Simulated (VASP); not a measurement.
A run of VASP 6.6.1 is set up as follows.

INCAR

```
SYSTEM = Ge
PREC = Accurate ; ENCUT = 520
EDIFF = 1E-6 ; ISMEAR = 0
SIGMA = 0.1 ; LREAL = .FALSE.
LASPH = .TRUE. ; NELM = 60
ALGO = Normal ; ISIF = 2
LWAVE = .FALSE. ; LCHARG = .FALSE.
GGA = PE ; NBANDS = 13
```

KPOINTS

```
Automatic mesh
0
G
  24 24 24
  0 0 0
```

File POSCAR:

```
Ge
1.0
    1.5133342408      0.8737239313      2.4656314752
   -1.5133342408      0.8737239313      2.4656314752
    0.0000000000     -1.7474478626      2.4656314752
Ge
1
Direct
    0.5000000000      0.5000000000      0.5000000000
```

Potentials or basis: VASP PAW PBE potentials, release 64 (Ge_d).

Run with:

```console
$ cat potpaw_PBE.64/Ge_d/POTCAR > POTCAR
$ mpirun -np 1 vasp_std > vasp.out
```

**Question.** Predict the band gap on the k mesh.

**Answer.** Zero (bands 7 and 8 overlap by 10.87 eV).

**Question.** Estimate the pressure.

**Answer.** -0.1 GPa.
